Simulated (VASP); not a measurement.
Write the native input for VASP 6.6.1 that does the following.

| Quantity | Value |
| --- | --- |
| Task | single point |
| Functional | r2SCAN |
| Potentials or basis | VASP PAW PBE potentials, release 64 (K_sv, Cl) |
| Cutoff | 520 eV |
| k mesh | 6 × 6 × 4 |
| Occupations | gaussian, width 0.02 eV |
| Spin | no spin polarisation |
| Dipole correction | no |
| Further INCAR settings | ALGO = Normal; EDIFF = 1e-06; NBANDS = 24 |

The system is KCl.

```xyz
4
Lattice="3.0502 3.0502 0.0000 -3.0502 3.0502 0.0000 0.0000 0.0000 6.1003" Properties=species:S:1:pos:R:3 pbc="T T T"
K     0.0000    0.0000    0.0000
K     0.0000    3.0502    3.0502
Cl    0.0000    3.0502    0.0000
Cl    0.0000    0.0000    3.0502
```

One way to write it, as run:

POSCAR

```
KCl
1.0
    3.0501574912      3.0501574912      0.0000000000
   -3.0501574912      3.0501574912      0.0000000000
    0.0000000000      0.0000000000      6.1003149824
K Cl
2 2
Direct
    0.0000000000      0.0000000000      0.0000000000
    0.5000000000      0.5000000000      0.5000000000
    0.5000000000      0.5000000000      0.0000000000
    0.0000000000      0.0000000000      0.5000000000
```

INCAR.step1

```
SYSTEM = KCl
PREC = Accurate
ENCUT = 520
ISMEAR = 0
SIGMA = 0.02
LREAL = .False.
LASPH = .True.
NELM = 80
NBANDS = 24
GGA = PE
ALGO = Normal
EDIFF = 1E-4
LWAVE = .True.
LCHARG = .False.
```

INCAR.step2

```
SYSTEM = KCl
PREC = Accurate
ENCUT = 520
EDIFF = 1E-6
ISMEAR = 0
SIGMA = 0.02
LREAL = .False.
LASPH = .True.
NELM = 80
ALGO = Normal
ISIF = 2
LWAVE = .False.
LCHARG = .False.
METAGGA = R2SCAN
LMIXTAU = .True.
NBANDS = 24
ISTART = 1
```

KPOINTS

```
regular mesh
0
Gamma
  6 6 4
  0 0 0
```

Potentials or basis: VASP PAW PBE potentials, release 64 (K_sv, Cl).

Command:

```console
$ cat potpaw_PBE.64/K_sv/POTCAR potpaw_PBE.64/Cl/POTCAR > POTCAR
$ cp INCAR.step1 INCAR
$ mpirun -np 1 vasp_std > vasp.out
$ cp INCAR.step2 INCAR
$ mpirun -np 1 vasp_std > vasp.out
```

It gave:

| Item | Value |
| --- | --- |
| Pressure | 2.2 GPa |
| Band gap on the k mesh | 6.18 eV |

Caveat: the PAW data sets were made with another functional, which shifts forces and pressure a little.

Run time: 87 s on 1 thread of Intel(R) Xeon(R) 6975P-C (Granite Rapids), on a shared host, peak memory 0.25 GiB.
